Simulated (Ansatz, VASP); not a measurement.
Two plane-wave programs on SnSe2

The input INCAR:

```
SYSTEM = SnSe2
PREC = Accurate ; ENCUT = 520
EDIFF = 1E-6 ; ISMEAR = 0
SIGMA = 0.01 ; LREAL = .False.
LASPH = .True. ; NELM = 100
ALGO = Normal ; ISIF = 2
LWAVE = .False. ; LCHARG = .False.
GGA = PE ; NBANDS = 20
```

Contents of KPOINTS:

```
regular mesh
0
Gamma
  6 6 4
  0 0 0
```

File POSCAR:

```
SnSe2
1.0
    3.8236612226      0.0000000000      0.0000000000
   -1.9118306113      3.3113879410      0.0000000000
    0.0000000000      0.0000000000      6.1563855318
Sn Se
1 2
Direct
    0.0000000000      0.0000000000      0.0000000000
    0.3333333333      0.6666666667      0.2490000000
    0.6666666667      0.3333333333      0.7510000000
```

Input for Ansatz:

```yaml
crystal:
  lattice:
    - [3.823661222578902, 0.0, 0.0]
    - [-1.911830611289451, 3.3113879410148326, 0.0]
    - [0.0, 0.0, 6.1563855318142595]
  atoms:
    - { symbol: Sn, position: [0.0, 0.0, 0.0] }
    - { symbol: Se, position: [0.3333333333333333, 0.6666666666666666, 0.249] }
    - { symbol: Se, position: [0.6666666666666666, 0.3333333333333333, 0.751] }
basis:
  ecutwfc: 500.0
kpoints:
  mp_grid:
    grid: [6, 6, 4]
hamiltonian:
  xc: pbe
  pseudopotentials:
    kind: paw
scf:
  occupations:
    method: fixed
output:
  stress: true
```

Alike in both runs: task single point; functional PBE; k mesh 6 × 6 × 4; no spin polarisation.

|  | VASP | Ansatz |
| --- | --- | --- |
| version | VASP 6.6.1 | Ansatz 0.2.0 |
| potentials or method | VASP PAW PBE potentials, release 64 (Sn_d, Se), cutoff 520 eV | plane waves, PAW |
| occupations | gaussian, width 0.01 eV | fixed |
| valence electrons in the cell | 26 | 46 |

```tsv
	VASP	Ansatz	Ansatz less VASP
pressure (GPa)	4.9	4.8	-0.10
traceless stress, the component that is largest in VASP (GPa)	0.93	0.93	-0.001
```

VASP's potentials hold 26 valence electrons a cell and Ansatz's 46, so a difference there can come from the potentials and not from the codes.
